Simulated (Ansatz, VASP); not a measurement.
**One calculation of Te2Mo, two programs**

INCAR

```
SYSTEM = Te2Mo
ALGO = Normal ; EDIFF = 1E-6
ENCUT = 500 ; GGA = PE
GGA_COMPAT = .False. ; ISIF = 2
ISMEAR = 1 ; LASPH = .True.
LCHARG = .False. ; LREAL = .False.
LWAVE = .False. ; NBANDS = 20
NELM = 120 ; PREC = Accurate
SIGMA = 0.05
```

The input KPOINTS:

```
k-points
0
Gamma
  6 6 2
  0 0 0
```

The input POSCAR:

```
Te2Mo
1.0
    3.5371201374      0.0000000000      0.0000000000
   -1.7685600687      3.0632358953      0.0000000000
    0.0000000000      0.0000000000      7.8268333715
Te Mo
2 1
Direct
    0.3333333333      0.6666666667      0.7705163254
    0.3333333333      0.6666666667      0.2294836746
    0.0000000000      0.0000000000      0.0000000000
```

Input for Ansatz:

```yaml
crystal:
  lattice:
    - [3.5371201374, 0.0, 0.0]
    - [-1.7685600687, 3.0632358953, 0.0]
    - [0.0, 0.0, 7.8268333715]
  atoms:
    - { symbol: Te, position: [0.3333333333, 0.6666666667, 0.7705163254] }
    - { symbol: Te, position: [0.3333333333, 0.6666666667, 0.2294836746] }
    - { symbol: Mo, position: [0.0, 0.0, 0.0] }
kpoints:
  mp_grid: { grid: [6, 6, 2] }
hamiltonian:
  xc: pbe
scf:
  occupations: { method: cold, width: 0.05 }
  n_extra_bands: 4
output:
  forces: true
  stress: true
  eigenvalues: true
```

Alike in both runs: task single point; functional PBE; k mesh 6 × 6 × 2; no spin polarisation.

|  | VASP | Ansatz |
| --- | --- | --- |
| version | VASP 6.6.1 | Ansatz 0.2.0 |
| potentials or method | VASP PAW PBE potentials, release 64 (Te, Mo_sv) | plane waves |
| plane-wave cutoff (eV) | 500 | 420 |
| occupations | methfessel-paxton of order 1, width 0.05 eV | cold, width 0.05 eV |
| valence electrons in the cell | 26 | 46 |

VASP gave:

* gap on the k mesh at the Fermi level (eV): 1.06
* pressure (GPa): 1.8
* traceless stress, the component that is largest in VASP (GPa): 0.94
* rms of the force components (eV/Å): 0.097

Problem. Estimate Ansatz's values.

Solution. gap on the k mesh at the Fermi level (eV): 1.06; pressure (GPa): 1.8; traceless stress, the component that is largest in VASP (GPa): 0.88; rms of the force components (eV/Å): 0.091.

Atom by atom the forces differ by 0.006 eV/Å (rms over components). VASP's potentials hold 26 valence electrons a cell and Ansatz's 46, so a difference there can come from the potentials and not from the codes.

Spin-orbit coupling is off throughout.
